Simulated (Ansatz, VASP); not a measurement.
## InP in VASP and in Ansatz

INCAR

```
SYSTEM = InP
ALGO     = Normal         ! electronic algorithm
DIPOL    = 0.5 0.5 0.459
EDIFF    = 1E-6           ! SCF threshold, eV
ENCUT    = 400            ! plane-wave cutoff, eV
GGA      = PE             ! functional
GGA_COMPAT= .FALSE.      
IDIPOL   = 3            
ISIF     = 2              ! what is computed and relaxed
ISMEAR   = 0              ! smearing method
LASPH    = .TRUE.         ! aspherical terms in the spheres
LCHARG   = .TRUE.         ! write CHGCAR
LDIPOL   = .TRUE.       
LELF     = .TRUE.         ! ELF
LREAL    = .FALSE.        ! projectors in reciprocal space
LVACPOTAV= .TRUE.       
LVHAR    = .TRUE.       
LWAVE    = .FALSE.        ! write WAVECAR
NBANDS   = 86             ! bands
NELM     = 120            ! most SCF steps
NELMDL   = -8           
PREC     = Accurate       ! precision mode
SIGMA    = 0.1            ! smearing width, eV
```

Contents of KPOINTS:

```
k-points
0
G
  3 4 1
  0 0 0
```

The input POSCAR:

```
InP
1.0
    7.8351968580      0.0000000000      0.0000000000
    0.0000000000      5.5403208302      0.0000000000
    0.0000000000      0.0000000000     23.8763976435
In P
8 8
Direct
    0.2500000000      0.5000000000      0.3350589197
    0.7500000000      0.5000000000      0.3350589197
    0.5000000000      0.0000000000      0.4170980633
    0.0000000000      0.0000000000      0.4170980633
    0.7366538638      0.5041469100      0.5023777117
    0.2636287671      0.5036164566      0.5024172988
    0.0015645027     -0.0031158025      0.5798547445
    0.5008859612      0.0023525218      0.5765330874
    0.2500000000      0.0000000000      0.3350589197
    0.7500000000      0.0000000000      0.3350589197
    0.5000000000      0.5000000000      0.4170980633
    0.0000000000      0.5000000000      0.4170980633
    0.7598343738      0.0007718787      0.5046240652
    0.2428482903     -0.0000974450      0.5042838904
    0.0003137275      0.4524728385      0.5840511022
    0.5004074176      0.5022673622      0.5821084472
```

Input for Ansatz:

```yaml
crystal:
  lattice:
    - [7.835196858, 0.0, 0.0]
    - [0.0, 5.5403208302, 0.0]
    - [0.0, 0.0, 23.8763976435]
  atoms:
    - { symbol: In, position: [0.25, 0.5, 0.3350589197] }
    - { symbol: In, position: [0.75, 0.5, 0.3350589197] }
    - { symbol: P, position: [0.25, 0.0, 0.3350589197] }
    - { symbol: P, position: [0.75, 0.0, 0.3350589197] }
    - { symbol: In, position: [0.5, 0.0, 0.4170980633] }
    - { symbol: In, position: [0.0, 0.0, 0.4170980633] }
    - { symbol: P, position: [0.5, 0.5, 0.4170980633] }
    - { symbol: P, position: [0.0, 0.5, 0.4170980633] }
    - { symbol: In, position: [0.7366538638, 0.50414691, 0.5023777117] }
    - { symbol: In, position: [0.2636287671, 0.5036164566, 0.5024172988] }
    - { symbol: P, position: [0.7598343738, 0.0007718787, 0.5046240652] }
    - { symbol: P, position: [0.2428482903, -9.7445e-05, 0.5042838904] }
    - { symbol: In, position: [0.0015645027, -0.0031158025, 0.5798547445] }
    - { symbol: In, position: [0.5008859612, 0.0023525218, 0.5765330874] }
    - { symbol: P, position: [0.0003137275, 0.4524728385, 0.5840511022] }
    - { symbol: P, position: [0.5004074176, 0.5022673622, 0.5821084472] }
basis:
  ecutwfc: 420
kpoints:
  mp_grid: { grid: [3, 4, 1] }
hamiltonian:
  xc: pbe
scf:
  occupations: { method: gaussian, width: 0.1 }
output:
  forces: true
  eigenvalues: true
  write_density: true
  volumetric_format: npy
efield:
  axis: 3
  dipole_correction: true
  ramp_width: 0.04
```

Alike in both runs: task single point; functional PBE; k mesh 3 × 4 × 1; occupations gaussian, width 0.1 eV; no spin polarisation.

```csv
,VASP,Ansatz
version,VASP 6.6.1,Ansatz 0.2.0
potentials or method,"VASP PAW PBE potentials, release 64 (In_d, P), cutoff 400 eV","scalar-relativistic, plane waves, PAW"
valence electrons in the cell,144,144
```

```tsv
	VASP	Ansatz	Ansatz less VASP
gap on the k mesh at the Fermi level (eV)	none	none	-
rms of the force components (eV/Å)	0.377	0.378	+0.0018
work function, face that differs most (eV)	4.47	4.47	-0.002
```

A gap of «none» marks a metal or a gap that the smearing closes.
